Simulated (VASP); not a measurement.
# Cu (P6_3/mmc) in VASP: single point with r2SCAN

Aim: the single point of Cu with r2SCAN.

Everything below comes from runs of VASP 6.6.1. Logs are shortened: lines on timing, memory, paths and dates and some standing lists are left out, and cuts for length are marked.

## Step 1: The cell of the first run

The structure is hexagonal, space group P6_3/mmc (No. 194). Conventional cell: a = 2.531 Å, b = 2.531 Å, c = 8.262 Å, α = 90.00°, β = 90.00°, γ = 120.00°. Cu (site symmetry -3m) has 12 Cu at 2.53 Å within 3.3 Å. Within 3.3 Å of Cu (site symmetry -6m2) lie 12 Cu at 2.53 Å.

## Step 2: Single point, r2SCAN

Contents of POSCAR:

```
Cu
1.0
    2.5307600000      0.0000000000      0.0000000000
   -1.2653800000      2.1917100000      0.0000000000
    0.0000000000      0.0000000000      8.2618200000
Cu
4
Direct
    0.0000000000      0.0000000000      0.0000000000
    0.3333333333      0.6666666667      0.2500000000
    0.0000000000      0.0000000000      0.5000000000
    0.6666666667      0.3333333333      0.7500000000
```

Contents of INCAR.step1:

```
SYSTEM = Cu
PREC = Accurate
ENCUT = 520
ISMEAR = -1
SIGMA = 0.1
LREAL = .False.
LASPH = .True.
NELM = 100
NBANDS = 30
GGA = PE
ALGO = Normal
EDIFF = 1E-4
LWAVE = .True.
LCHARG = .False.
```

Contents of INCAR.step2:

```
SYSTEM = Cu
PREC = Accurate
ENCUT = 520
EDIFF = 1E-7
ISMEAR = -1
SIGMA = 0.1
LREAL = .False.
LASPH = .True.
NELM = 100
ALGO = Normal
ISIF = 2
LWAVE = .False.
LCHARG = .True.
METAGGA = R2SCAN
LMIXTAU = .True.
LELF = .True.
LVHAR = .True.
NBANDS = 30
ISTART = 1
```

Contents of KPOINTS:

```
regular mesh
0
Gamma
  9 9 3
  0 0 0
```

Potentials or basis: VASP PAW PBE potentials, release 64 (Cu).

Command:

```bash
> cat potpaw_PBE.64/Cu/POTCAR > POTCAR
> cp INCAR.step1 INCAR
> mpirun -np 1 vasp_std > vasp.out
> cp INCAR.step2 INCAR
> mpirun -np 1 vasp_std > vasp.out
```

OUTCAR:

```text
SYSTEM = Cu
   PREC = Accurate
   ENCUT = 520
   EDIFF = 1E-7
   ISMEAR = -1
   LREAL = .False.
   LASPH = .True.
   NELM = 100
   ISIF = 2
   METAGGA = R2SCAN
   ISTART = 1

 ion  position               nearest neighbor table
   1  0.000  0.000  0.000-   2 2.53   4 2.53   4 2.53   2 2.53   4 2.53   2 2.53
   2  0.333  0.667  0.250-   1 2.53   3 2.53   1 2.53   3 2.53   1 2.53   3 2.53
   3  0.000  0.000  0.500-   2 2.53   4 2.53   4 2.53   2 2.53   4 2.53   2 2.53
   4  0.667  0.333  0.750-   1 2.53   3 2.53   1 2.53   3 2.53   1 2.53   3 2.53

  LATTYP: Found a hexagonal cell.
 ALAT       =     2.5307600000
 C/A-ratio  =     3.2645608434

  Lattice vectors:

 A1 = (   2.5307600000,   0.0000000000,   0.0000000000)
 A2 = (  -1.2653800000,   2.1917100000,   0.0000000000)
 A3 = (   0.0000000000,   0.0000000000,   8.2618200000)

Analysis of symmetry for initial positions (statically):
=====================================================================
 Subroutine PRICEL returns:
 Original cell was already a primitive cell.

 Routine SETGRP: Setting up the symmetry group for a
 hexagonal supercell.

 Subroutine GETGRP returns: Found 24 space group operations
 (whereof 12 operations were pure point group operations)
 out of a pool of 24 trial point group operations.

The static configuration has the point symmetry D_3d.
 The point group associated with its full space group is D_6h.

Analysis of symmetry for dynamics (positions and initial velocities):
=====================================================================
 Subroutine PRICEL returns:
 Original cell was already a primitive cell.

 Routine SETGRP: Setting up the symmetry group for a
 hexagonal supercell.

 Subroutine GETGRP returns: Found 24 space group operations
 (whereof 12 operations were pure point group operations)
 out of a pool of 24 trial point group operations.

The dynamic configuration has the point symmetry D_3d.
 The point group associated with its full space group is D_6h.

 Subroutine INISYM returns: Found 24 space group operations
 (whereof 12 operations are pure point group operations),
 and found     1 'primitive' translations

----------------------------------------------------------------------------------------

                                     Primitive cell

  volume of cell :      45.8258

  direct lattice vectors                    reciprocal lattice vectors
     2.530760000  0.000000000  0.000000000     0.395138219  0.228132372  0.000000000
    -1.265380000  2.191710000  0.000000000     0.000000000  0.456264743  0.000000000
     0.000000000  0.000000000  8.261820000     0.000000000  0.000000000  0.121038706

  length of vectors
     2.530760000  2.530766538  8.261820000     0.456265922  0.456264743  0.121038706

  position of ions in fractional coordinates (direct lattice)
     0.000000000  0.000000000  0.000000000
     0.333333333  0.666666667  0.250000000
     0.000000000  0.000000000  0.500000000
     0.666666667  0.333333333  0.750000000

  ion indices of the primitive-cell ions
   primitive index   ion index
                 1           1
                 2           2
                 3           3
                 4           4

----------------------------------------------------------------------------------------

 KPOINTS: regular mesh

Automatic generation of k-mesh.
 Grid dimensions read from file:
 generate k-points for:    9    9    3

 Generating k-lattice:

  Cartesian coordinates                     Fractional coordinates (reciprocal lattice)
     0.043904247  0.025348041  0.000000000     0.111111111  0.000000000  0.000000000
     0.000000000  0.050696083  0.000000000     0.000000000  0.111111111  0.000000000
     0.000000000  0.000000000  0.040346235     0.000000000  0.000000000  0.333333333

  Length of vectors
     0.050696214  0.050696083  0.040346235

  Shift w.r.t. Gamma in fractional coordinates (k-lattice)
     0.000000000  0.000000000  0.000000000

 Subroutine IBZKPT returns following result:
 ===========================================

 Found     24 irreducible k-points:

 Following reciprocal coordinates:
            Coordinates               Weight
  0.000000  0.000000  0.000000      1.000000
  0.111111  0.000000  0.000000      6.000000
  0.222222 -0.000000  0.000000      6.000000
  0.333333  0.000000  0.000000      6.000000
  0.444444 -0.000000  0.000000      6.000000
  0.111111  0.111111  0.000000      6.000000
[... 16 lines left out ...]
  0.333333  0.222222  0.333333     24.000000
  0.333333  0.333333  0.333333      4.000000
   k-points           NKPTS =     24   k-points in BZ     NKDIM =     24   number of bands    NBANDS=     30
   number of dos      NEDOS =    301   number of ions     NIONS =      4
   total plane-waves  NPLWV =  25600
   dimension x,y,z NGX =    20 NGY =   20 NGZ =   64
   dimension x,y,z NGXF=    40 NGYF=   40 NGZF=  128
   ions per type =               4
   NGX,Y,Z   is equivalent  to a cutoff of  13.14, 13.14, 12.88 a.u.
   NGXF,Y,Z  is equivalent  to a cutoff of  26.28, 26.28, 25.76 a.u.
 SYSTEM =  Cu
   PREC   = accura    normal or accurate (medium, high low for compatibility)
   ISTART =      1    job   : 0-new  1-cont  2-samecut
   ICHARG =      0    charge: 1-file 2-atom 10-const
   ISPIN  =      1    spin polarized calculation?
   LNONCOLLINEAR =      F non collinear calculations
   LSORBIT =      F    spin-orbit coupling
   LASPH  =      T    aspherical Exc in radial PAW
   ENCUT  =  520.0 eV  38.22 Ry    6.18 a.u.   4.71  4.71 15.36*2*pi/ulx,y,z
   NELM   =    100;   NELMIN=  2; NELMDL=  0     # of ELM steps
   EDIFF  = 0.1E-06   stopping-criterion for ELM
   LREAL  =      F    real-space projection
   EDIFFG = 0.1E-05   stopping-criterion for IOM
   NSW    =      0    number of steps for IOM
   IBRION =     -1    ionic relax: 0-MD 1-quasi-New 2-CG
   NFREE  =      0    steps in history (QN), initial steepest desc. (CG)
   ISIF   =      2    stress and relaxation
   ISYM   =      2    0-nonsym 1-usesym 2-fastsym
   POTIM  = 0.5000    time-step for ionic-motion
   TEBEG  =    0.0;   TEEND  =   0.0 temperature during run
   PSTRESS=    0.0 pullay stress
   NELECT =      44.0000    total number of electrons
   NUPDOWN=      -1.0000    fix difference up-down
   EMIN   =  10.00;   EMAX   =-10.00  energy-range for DOS
   EFERMI =   0.00;   METHOD = LEGACY
   ISMEAR =    -1;   SIGMA  =   0.10  broadening in eV -4-tet -1-fermi 0-gaus
   EFERMI_NEDOS =   21; number of points for ismear=-14 and -15
   IALGO  =     38    algorithm
   IMIX   =      4    mixing-type and parameters
     AMIX     =   0.40;   BMIX     =  1.00
     AMIX_MAG =   1.60;   BMIX_MAG =  1.00
  volume/ion in A,a.u.               =      11.46        77.31
  Fermi-wavevector in a.u.,A,eV,Ry     =   1.615062  3.052024 35.489769  2.608424
  Thomas-Fermi vector in A             =   2.709870
   LORBIT       =      0    0 simple, 1 ext, 2 COOP (PROOUT), +10 PAW based schemes
   METAGGA = R2SCAN    functional components
   LHFCALC =     F    Hartree Fock is set to
   AEXX    =    0.0000 exact exchange contribution
   IVDW    =     0    specifies the selected vdW correction
   LEPSILON=     F    determine dielectric tensor
   LRPA    =     F    only Hartree local field effects (RPA)
 non-spin polarized calculation
  energy-cutoff  :      520.00
  volume of cell :       45.83
 maximum number of plane-waves:      1255
 NGX is ok and might be reduce to    20
   NGX =  9   NGY =  9   NGZ = 31

 number of electron      43.9999980 magnetization

 Free energy of the ion-electron system (eV)
  ---------------------------------------------------
  ext. energy  EPLUGINS =         0.00000000
  ---------------------------------------------------
  free energy    TOTEN  =       -43.32122053 eV

  energy without entropy =      -43.28003229  energy(sigma->0) =      -43.30062641

 E-fermi :   7.8155     XC(G=0): -13.9494

 val. band max:        7.7725313488   @ k =   0.2222   0.2222   0.0000
 cond. band min:       7.9801224649   @ k =   0.4444   0.1111   0.0000
 fundamental gap:      0.2075911162
 Fermi energy:         7.8154549186

 k-point     1 :       0.0000    0.0000    0.0000
  band No.  band energies     occupation
      1      -2.1329      2.00000
      2       0.1138      2.00000
      3       0.1216      2.00000
      4       2.3613      2.00000
      5       4.2646      2.00000
      6       4.2805      2.00000
[... 22 lines left out ...]
     29      30.7250      0.00000
     30      31.1528      0.00000

 k-point     2 :       0.1111    0.0000    0.0000
  band No.  band energies     occupation
      1      -1.7111      2.00000
      2       0.4853      2.00000
      3       0.4927      2.00000
      4       2.5991      2.00000
      5       4.0882      2.00000
      6       4.1821      2.00000
[... 22 lines left out ...]
     29      27.6052      0.00000
     30      27.6345      0.00000

 k-point     3 :       0.2222   -0.0000    0.0000
  band No.  band energies     occupation
      1      -0.5041      2.00000
      2       1.4522      2.00000
      3       1.4575      2.00000
      4       3.0964      2.00000
      5       3.8454      2.00000
      6       3.9047      2.00000
[... 22 lines left out ...]
     29      22.4168      0.00000
     30      22.9075      0.00000

 k-point     4 :       0.3333    0.0000    0.0000
  band No.  band energies     occupation
      1       1.2038      2.00000
      2       2.3241      2.00000
      3       2.3399      2.00000
      4       3.1817      2.00000
      5       3.5363      2.00000
      6       3.6804      2.00000
[... 616 lines left out ...]
     29      18.1541      0.00000
     30      19.9774      0.00000

 k-point    23 :       0.3333    0.2222    0.3333
  band No.  band energies     occupation
      1       3.0361      2.00000
      2       3.0994      2.00000
      3       3.2127      2.00000
      4       3.3066      2.00000
      5       3.4398      2.00000
      6       3.6442      2.00000
[... 22 lines left out ...]
     29      16.7537      0.00000
     30      18.0430      0.00000

 k-point    24 :       0.3333    0.3333    0.3333
  band No.  band energies     occupation
      1       3.4173      2.00000
      2       3.4173      2.00000
      3       3.4664      2.00000
      4       3.5434      2.00000
      5       3.5626      2.00000
      6       3.5626      2.00000
[... 22 lines left out ...]
     29      16.0262      0.00000
     30      17.7477      0.00000

------------------------ aborting loop because EDIFF is reached ----------------------------------------

  FORCE on cell =-STRESS in cart. coord.  units (eV):
  Direction    XX          YY          ZZ          XY          YZ          ZX
  --------------------------------------------------------------------------------------
  -------------------------------------------------------------------------------------
  Total       -0.0070199     -0.0070199      0.4844509      0.0000000      0.0000000      0.0000000
  in kB       -0.2454306     -0.2454323     16.9375502      0.0000000      0.0000000      0.0000000
  external PRESSURE =       5.4822291 kB  Pullay stress =       0.0000000 kB

 VOLUME and BASIS-vectors are now :
 -----------------------------------------------------------------------------
  energy-cutoff  :      520.00
  volume of cell :       45.83
      direct lattice vectors                 reciprocal lattice vectors
     2.530760000  0.000000000  0.000000000     0.395138219  0.228132372  0.000000000
    -1.265380000  2.191710000  0.000000000     0.000000000  0.456264743  0.000000000
     0.000000000  0.000000000  8.261820000     0.000000000  0.000000000  0.121038706

 POSITION                                       TOTAL-FORCE (eV/Angst)
 -----------------------------------------------------------------------------------
      0.00000      0.00000      0.00000        -0.000000      0.000000      0.000000
     -0.00000      1.46114      2.06546        -0.000000     -0.000000     -0.000000
      0.00000      0.00000      4.13091        -0.000000      0.000000      0.000000
      1.26538      0.73057      6.19637         0.000000      0.000000     -0.000000
 -----------------------------------------------------------------------------------
    total drift:                                0.000000     -0.000000      0.000000

  FREE ENERGIE OF THE ION-ELECTRON SYSTEM (eV)
  ---------------------------------------------------
  free  energy   TOTEN  =       -43.3212205281 eV

  energy  without entropy=      -43.2800322914  energy(sigma->0) =      -43.30062641
```

Run time: 3 min. Hardware: 1 thread of AMD EPYC 7R43 (Zen 3), shared host; peak memory 0.14 GiB.

Results:

* Free energy: -43.3212 eV
* Pressure: 0.5 GPa
* Band gap on the k mesh: zero (band 22 reaches 11.26 eV, above the bottom of band 23 at 5.91 eV)

Stress tensor (GPa, compression positive):
```
-0.02  0.00  0.00
 0.00 -0.02  0.00
 0.00  0.00  1.69
```

Levels at points of the mesh, in eV from the Fermi level:
| k point | band 20 | band 21 | band 22 | band 23 | band 24 | band 25 | band 26 | band 27 |
| --- | --- | --- | --- | --- | --- | --- | --- | --- |
| (0.00, 0.00, 0.00) | -2.14 | -2.14 | -1.85 | -1.85 | -1.17 | 4.10 | 13.22 | 13.22 |

Caveat: the PAW data sets were made with another functional, which shifts forces and pressure a little.
